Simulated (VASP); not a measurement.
# Mg8HO8 (a cell with a defect) in VASP: single point with PBE

Aim: the single point of Mg8HO8 (a cell with a defect) with PBE.

Program: VASP 6.6.1. These are calculated values, not measurements. Logs are shortened: lines on timing, memory, paths and dates and some standing lists are left out, and cuts for length are marked.

## Step 1: The cell of the first run

The cell holds a defect, 17 atoms: a = 5.511 Å, b = 5.511 Å, c = 5.511 Å, α = 60.00°, β = 60.00°, γ = 60.00°.

## Step 2: Single point, PBE

Contents of INCAR:

```
PREC = Accurate
ENCUT = 520
EDIFF = 1E-7
ISMEAR = 0
SIGMA = 0.02
LREAL = Auto
LASPH = True
NELM = 60
ALGO = Normal
ISIF = 2
LWAVE = False
LCHARG = True
GGA = PE
LELF = True
LVHAR = True
NBANDS = 46
NELECT = 64.0
```

Contents of KPOINTS:

```
Automatic mesh
0
Gamma
  3 3 3
```

Contents of POSCAR:

```
Mg8HO8
1.0
    0.0000000000      3.8970000000      3.8970000000
    3.8970000000      0.0000000000      3.8970000000
    3.8970000000      3.8970000000      0.0000000000
Mg O H
8 8 1
Direct
   -0.0022807288      0.0018396202      0.0006895047
   -0.0023541186      0.0018894021      0.4991280472
   -0.0040397742      0.5106068771     -0.0035568386
    0.0017086220      0.4980694124      0.4998110085
    0.5013033102     -0.0023369258      0.0002145240
    0.4887147806      0.0047371055      0.5030029510
    0.4867707211      0.5104068514     -0.0309203233
    0.4865808314      0.5106275340      0.5331112394
    0.2469973056      0.2528525789      0.2450891712
    0.2470233513      0.2528796510      0.7544136515
    0.2658877342      0.7340773672      0.2497227354
    0.2330268155      0.7665351552      0.7499557352
    0.7368746472      0.2630437516      0.2495318193
    0.7516398512      0.2475338722      0.7500021812
    0.7461861688      0.7518477034      0.2553180652
    0.7461916859      0.7518432127      0.7460305363
    0.5665632538      0.4524852451      0.2402560944
```

Potentials or basis: VASP PAW PBE potentials, release 64 (Mg, O, H).

Started as:

```
$ cat potpaw_PBE.64/Mg/POTCAR potpaw_PBE.64/O/POTCAR potpaw_PBE.64/H/POTCAR > POTCAR
$ mpirun -np 1 vasp_std > vasp.out
```

OUTCAR:

```text
PREC = Accurate
   ENCUT = 520
   EDIFF = 1E-7
   ISMEAR = 0
   LREAL = Auto
   LASPH = True
   NELM = 60
   ISIF = 2
   GGA = PE
   NELECT = 64.0

 ion  position               nearest neighbor table
   1  0.998  0.002  0.001-  12 1.90  14 1.94  10 1.95  15 1.95  13 1.99  11 2.02   7 2.71   3 2.72
                             6 2.72   2 2.75   4 2.75   5 2.75   5 2.76   4 2.76   2 2.76   6 2.79
   2  0.998  0.002  0.499-  12 1.90  14 1.94   9 1.95  16 1.95  13 1.99  11 2.02   8 2.71   3 2.72
                             6 2.73   1 2.75   4 2.75   5 2.75   5 2.76   4 2.76   1 2.76   6 2.79
   3  0.996  0.511  0.996-  12 1.92   9 1.95  10 1.95  15 1.95  16 1.95  13 1.97  17 2.16   8 2.63
                             7 2.63   5 2.71   1 2.72   2 2.72   4 2.76   4 2.76   2 2.79   1 2.79
   4  0.002  0.498  0.500-  10 1.95   9 1.95  16 1.95  15 1.95  11 1.95  14 1.95   6 2.70   7 2.72
                             8 2.72   2 2.75   1 2.75   3 2.76   3 2.76   1 2.76   2 2.76   8 2.80
   5  0.501  0.998  0.000-  11 1.95  15 1.95  16 1.95   9 1.95  10 1.95  14 1.95   3 2.71   7 2.71
                             8 2.71   2 2.75   1 2.75   6 2.76   6 2.76   1 2.76   2 2.76   3 2.81
   6  0.489  0.005  0.503-  12 1.93  10 1.95   9 1.95  16 1.95  15 1.95  13 1.97   8 2.65   7 2.65
                             4 2.70   1 2.72   2 2.73   5 2.76   5 2.76   2 2.79   1 2.79   4 2.81
   7  0.487  0.510  0.969-  17 1.60  12 1.85  14 1.89   9 1.94  16 1.96  11 1.98  13 2.07   8 2.40
                             3 2.63   6 2.65   5 2.71   1 2.71   4 2.72   4 2.81   1 2.82   5 2.82
   8  0.487  0.511  0.533-  17 1.60  12 1.85  14 1.89  10 1.94  15 1.96  11 1.98  13 2.07   7 2.40
                             3 2.63   6 2.65   5 2.71   2 2.71   4 2.72   4 2.80   2 2.82   5 2.82
   9  0.247  0.253  0.245-   7 1.94   6 1.95   3 1.95   4 1.95   5 1.95   2 1.95
  10  0.247  0.253  0.754-   8 1.94   6 1.95   3 1.95   4 1.95   5 1.95   1 1.95
  11  0.266  0.734  0.250-   5 1.95   4 1.95   8 1.98   7 1.98   1 2.02   2 2.02
  12  0.233  0.767  0.750-   8 1.85   7 1.85   1 1.90   2 1.90   3 1.92   6 1.93
  13  0.737  0.263  0.250-  17 0.99   6 1.97   3 1.97   1 1.99   2 1.99   7 2.07   8 2.07
  14  0.752  0.248  0.750-   7 1.89   8 1.89   2 1.94   1 1.94   5 1.95   4 1.95
  15  0.746  0.752  0.255-   5 1.95   4 1.95   3 1.95   6 1.95   1 1.95   8 1.96
  16  0.746  0.752  0.746-   4 1.95   5 1.95   3 1.95   6 1.95   2 1.95   7 1.96
  17  0.567  0.452  0.240-  13 0.99   8 1.60   7 1.60   3 2.16

  LATTYP: Found a face centered cubic cell.
 ALAT       =     7.7940000000

  Lattice vectors:

 A1 = (   0.0000000000,   3.8970000000,   3.8970000000)
 A2 = (   3.8970000000,   0.0000000000,   3.8970000000)
 A3 = (   3.8970000000,   3.8970000000,   0.0000000000)

Analysis of symmetry for initial positions (statically):
=====================================================================
 Subroutine PRICEL returns:
 Original cell was already a primitive cell.

 Routine SETGRP: Setting up the symmetry group for a
 face centered cubic supercell.

 Subroutine GETGRP returns: Found  1 space group operations
 (whereof  1 operations were pure point group operations)
 out of a pool of 48 trial point group operations.

The static configuration has the point symmetry C_1 .

Analysis of symmetry for dynamics (positions and initial velocities):
=====================================================================
 Subroutine PRICEL returns:
 Original cell was already a primitive cell.

 Routine SETGRP: Setting up the symmetry group for a
 face centered cubic supercell.

 Subroutine GETGRP returns: Found  1 space group operations
 (whereof  1 operations were pure point group operations)
 out of a pool of 48 trial point group operations.

The dynamic configuration has the point symmetry C_1 .

 Subroutine INISYM returns: Found  1 space group operations
 (whereof  1 operations are pure point group operations),
 and found     1 'primitive' translations

----------------------------------------------------------------------------------------

                                     Primitive cell

  volume of cell :     118.3644

  direct lattice vectors                    reciprocal lattice vectors
     0.000000000  3.897000000  3.897000000    -0.128303823  0.128303823  0.128303823
     3.897000000  0.000000000  3.897000000     0.128303823 -0.128303823  0.128303823
     3.897000000  3.897000000  0.000000000     0.128303823  0.128303823 -0.128303823

  length of vectors
     5.511190253  5.511190253  5.511190253     0.222228741  0.222228741  0.222228741

[... 52 lines left out ...]
     0.042767941  0.042767941 -0.042767941     0.000000000  0.000000000  0.333333333

  Length of vectors
     0.074076247  0.074076247  0.074076247

  Shift w.r.t. Gamma in fractional coordinates (k-lattice)
     0.000000000  0.000000000  0.000000000

 Subroutine IBZKPT returns following result:
 ===========================================

 Found     14 irreducible k-points:

 Following reciprocal coordinates:
            Coordinates               Weight
  0.000000  0.000000  0.000000      1.000000
  0.333333  0.000000  0.000000      2.000000
  0.000000  0.333333  0.000000      2.000000
  0.000000  0.000000  0.333333      2.000000
  0.333333  0.333333  0.333333      2.000000
  0.333333  0.333333  0.000000      2.000000
  0.000000  0.333333  0.333333      2.000000
  0.333333  0.000000  0.333333      2.000000
 -0.333333  0.333333  0.000000      2.000000
  0.000000 -0.333333  0.333333      2.000000
  0.333333  0.000000 -0.333333      2.000000
  0.333333  0.333333 -0.333333      2.000000
 -0.333333  0.333333 -0.333333      2.000000
  0.333333 -0.333333 -0.333333      2.000000
   k-points           NKPTS =     14   k-points in BZ     NKDIM =     14   number of bands    NBANDS=     46
   number of dos      NEDOS =    301   number of ions     NIONS =     17
   total plane-waves  NPLWV =  74088
   dimension x,y,z NGX =    42 NGY =   42 NGZ =   42
   dimension x,y,z NGXF=    84 NGYF=   84 NGZF=   84
   ions per type =               8   8   1
   NGX,Y,Z   is equivalent  to a cutoff of  12.67, 12.67, 12.67 a.u.
   NGXF,Y,Z  is equivalent  to a cutoff of  25.34, 25.34, 25.34 a.u.
 SYSTEM =  unknown system
   PREC   = accura    normal or accurate (medium, high low for compatibility)
   ISTART =      0    job   : 0-new  1-cont  2-samecut
   ICHARG =      2    charge: 1-file 2-atom 10-const
   ISPIN  =      1    spin polarized calculation?
   LNONCOLLINEAR =      F non collinear calculations
   LSORBIT =      F    spin-orbit coupling
   LASPH  =      T    aspherical Exc in radial PAW
   ENCUT  =  520.0 eV  38.22 Ry    6.18 a.u.  10.25 10.25 10.25*2*pi/ulx,y,z
   NELM   =     60;   NELMIN=  2; NELMDL= -5     # of ELM steps
   EDIFF  = 0.1E-06   stopping-criterion for ELM
   LREAL  =      T    real-space projection
   EDIFFG = 0.1E-05   stopping-criterion for IOM
   NSW    =      0    number of steps for IOM
   IBRION =     -1    ionic relax: 0-MD 1-quasi-New 2-CG
   NFREE  =      0    steps in history (QN), initial steepest desc. (CG)
   ISIF   =      2    stress and relaxation
   ISYM   =      2    0-nonsym 1-usesym 2-fastsym
   POTIM  = 0.5000    time-step for ionic-motion
   TEBEG  =    0.0;   TEEND  =   0.0 temperature during run
   PSTRESS=    0.0 pullay stress
   NELECT =      64.0000    total number of electrons
   NUPDOWN=      -1.0000    fix difference up-down
   EMIN   =  10.00;   EMAX   =-10.00  energy-range for DOS
   EFERMI =   0.00;   METHOD = LEGACY
   ISMEAR =     0;   SIGMA  =   0.02  broadening in eV -4-tet -1-fermi 0-gaus
   EFERMI_NEDOS =   21; number of points for ismear=-14 and -15
   IALGO  =     38    algorithm
   IMIX   =      4    mixing-type and parameters
     AMIX     =   0.40;   BMIX     =  1.00
     AMIX_MAG =   1.60;   BMIX_MAG =  1.00
  volume/ion in A,a.u.               =       6.96        46.99
  Fermi-wavevector in a.u.,A,eV,Ry     =   1.333709  2.520345 24.201767  1.778780
  Thomas-Fermi vector in A             =   2.462546
   LORBIT       =      0    0 simple, 1 ext, 2 COOP (PROOUT), +10 PAW based schemes
   GGA     = PE    functional components
   LHFCALC =     F    Hartree Fock is set to
   AEXX    =    0.0000 exact exchange contribution
   IVDW    =     0    specifies the selected vdW correction
   LEPSILON=     F    determine dielectric tensor
   LRPA    =     F    only Hartree local field effects (RPA)
 non-spin polarized calculation
 Gauss-broadening in eV      SIGMA  =   0.02
  energy-cutoff  :      520.00
  volume of cell :      118.36
 maximum number of plane-waves:      3198
 NGX is ok and might be reduce to    42
   NGX = 21   NGY = 21   NGZ = 21

 number of electron      63.9999999 magnetization

 Free energy of the ion-electron system (eV)
  ---------------------------------------------------
  ext. energy  EPLUGINS =         0.00000000
  ---------------------------------------------------
  free energy    TOTEN  =       -97.18961221 eV

  energy without entropy =      -97.18961221  energy(sigma->0) =      -97.18961221

 E-fermi :   5.4351     XC(G=0): -12.2210

 val. band max:        5.3200496232   @ k =   0.0000   0.0000   0.0000
 cond. band min:      11.6488230779   @ k =   0.0000   0.0000   0.0000
 fundamental gap:      6.3287734547
 Fermi energy:         5.4351473111

 k-point     1 :       0.0000    0.0000    0.0000
  band No.  band energies     occupation
      1     -15.4442      2.00000
      2     -12.7456      2.00000
      3     -11.5325      2.00000
      4     -11.2942      2.00000
      5     -11.0431      2.00000
      6     -11.0297      2.00000
[... 647 lines left out ...]
     43      18.0341      0.00000
     44      18.1826      0.00000
 [bands above 44 left out]

------------------------ aborting loop because EDIFF is reached ----------------------------------------

  FORCE on cell =-STRESS in cart. coord.  units (eV):
  Direction    XX          YY          ZZ          XY          YZ          ZX
  --------------------------------------------------------------------------------------
  -------------------------------------------------------------------------------------
  Total       46.9478984     46.9062810     42.0992230      5.8671293      0.1793835     -0.1834984
  in kB      635.4853238    634.9219920    569.8538008     79.4172831      2.4281296     -2.4838286
  external PRESSURE =     613.4203722 kB  Pullay stress =       0.0000000 kB

 VOLUME and BASIS-vectors are now :
 -----------------------------------------------------------------------------
  energy-cutoff  :      520.00
  volume of cell :      118.36
      direct lattice vectors                 reciprocal lattice vectors
     0.000000000  3.897000000  3.897000000    -0.128303823  0.128303823  0.128303823
     3.897000000  0.000000000  3.897000000     0.128303823 -0.128303823  0.128303823
     3.897000000  3.897000000  0.000000000     0.128303823  0.128303823 -0.128303823

 POSITION                                       TOTAL-FORCE (eV/Angst)
 -----------------------------------------------------------------------------------
      0.00986      3.89080      3.89528        -0.015722     -0.013967     -0.002201
      1.95246      5.83293      3.89519         0.009408      0.017077     -0.001657
      5.87297      7.76440      5.87109        -0.007987      0.003252      0.024334
      3.88874      1.95442      1.94764         0.002893     -0.004446     -0.023176
      3.88873      1.95441      5.84147         0.001598     -0.003385      0.010427
      1.97866      3.86472      1.92298        -0.005006     -0.000485     -0.023749
[... 9 lines left out ...]
      5.83721      5.81519      5.83784        -0.002243      0.006316     -0.010476
      2.69961      3.14417      3.97123         0.070152     -0.082301      0.113506
 -----------------------------------------------------------------------------------
    total drift:                               -0.009321      0.006253     -0.002557

  FREE ENERGIE OF THE ION-ELECTRON SYSTEM (eV)
  ---------------------------------------------------
  free  energy   TOTEN  =       -97.1896122081 eV

  energy  without entropy=      -97.1896122081  energy(sigma->0) =      -97.18961221
```

Wall time 2.2 min (1 thread of Intel Xeon 6975P-C (Granite Rapids), shared host); peak memory 0.28 GiB.

Results:

```yaml
Free_energy: -97.1896 eV
Largest_force: 0.157 eV/Å
```

Forces in eV/Å, atoms in the order of the input:
```
Mg  -0.016 -0.014 -0.002
Mg   0.009  0.017 -0.002
Mg  -0.008  0.003  0.024
Mg   0.003 -0.004 -0.023
Mg   0.002 -0.003  0.010
Mg  -0.005  0.000 -0.024
Mg  -0.001 -0.041 -0.015
Mg   0.036  0.013 -0.016
O   -0.003  0.000 -0.007
O    0.001  0.003 -0.009
O   -0.002 -0.001 -0.005
O    0.013 -0.015  0.000
O   -0.079  0.100 -0.020
O   -0.012  0.017 -0.004
O   -0.004  0.003 -0.011
O   -0.002  0.006 -0.010
H    0.070 -0.082  0.114
```

Levels at points of the mesh, in eV from the Fermi level:
| k point | band 28 | band 29 | band 30 | band 31 | band 32 | band 33 | band 34 | band 35 | band 36 | band 37 |
| --- | --- | --- | --- | --- | --- | --- | --- | --- | --- | --- |
| (0.00, 0.00, 0.00) | -0.80 | -0.73 | -0.17 | -0.15 | -0.12 | 6.21 | 8.06 | 8.89 | 9.15 | 9.32 |

Caveat: the k points lie up to 0.47 Å⁻¹ apart; the cell carries a net charge on a neutralising background, which shifts energy and pressure; the cell is charged against a uniform background, so pressure and absolute levels hang on convention.
